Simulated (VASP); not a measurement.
# Hf: relaxation of cell and atoms with PBE-based screened hybrid with 25 % exact exchange

Crystal: Hf.

```
Hf
1.0
     0.00000    2.22000    2.22000
     2.22000    0.00000    2.22000
     2.22000    2.22000    0.00000
Hf
1
Direct
  0.00000 0.00000 0.00000
```

This isn't the form of Hf at room conditions, which is hcp.

| Property | Result |
| --- | --- |
| Program | VASP 6.6.1 |
| Task | relaxation of cell and atoms |
| Functional | PBE-based screened hybrid with 25 % exact exchange |
| Potentials or basis | VASP PAW PBE potentials, release 64 (Hf_pv) |
| Cutoff | 600 eV |
| k mesh | 5 × 5 × 5 |
| Occupations | fermi-dirac, width 0.05 eV |
| Spin | no spin polarisation |
| Dipole correction | no |
| Grid for exact exchange (PRECFOCK) | Normal |
| Share of exact exchange | 0.25 |
| Further INCAR settings | ALGO = Normal; EDIFF = 1e-06; IBRION = 2; EDIFFG = -0.01; NSW = 60; ISIF = 3 |
| Screening parameter | 0.3 1/Å |

```yaml
Relaxed_volume: 22.32 Å³/atom
Relaxed_cell: a = 3.160 Å, b = 3.160 Å, c = 3.160 Å, α = 60.00°, β = 60.00°, γ = 60.00°
Space_group_after_relaxing_to_0.1_Å: Fm-3m (No. 225)
Energy_gained_by_relaxing: 3.0 meV/atom
Ionic_steps: 3
Pressure_after_relaxing: 0.0 GPa
Band_gap_on_the_k_mesh: zero (bands 5 and 6 overlap by 2.21 eV)
```

Step by step:
```tsv
step	energy change (eV)	largest force (eV/Å)	pressure (GPa)	volume (Å³)
1	0.0000	0.0000	2.25	21.88
2	0.0014	0.0000	-2.52	22.87
3	-0.0030	0.0000	-0.04	22.32
```

Final structure:
```xyz
1
Lattice="0.0000 2.2348 2.2348 2.2348 0.0000 2.2348 2.2348 2.2348 0.0000" Properties=species:S:1:pos:R:3 pbc="T T T"
Hf    0.0000    0.0000    0.0000
```

Levels at points of the mesh, in eV from the Fermi level:
```csv
k point,band 3,band 4,band 5,band 6,band 7,band 8
"(0.00, 0.00, 0.00)",-31.93,-7.90,1.99,1.99,1.99,5.07
```

It took 17 min on 1 thread of Intel(R) Xeon(R) Platinum 8259CL CPU @ 2.50GHz (Skylake/Cascade Lake), with other jobs on the host, peak memory 0.28 GiB.

Caveat: the k points lie up to 0.49 Å⁻¹ apart in the final cell, too coarse for converged energies and pressures of a metal; the PAW data sets were made with another functional, which shifts forces and pressure a little; spin-orbit coupling is left out, which moves the levels of the heavy elements. Zero-point motion and thermal expansion aren't in these numbers.
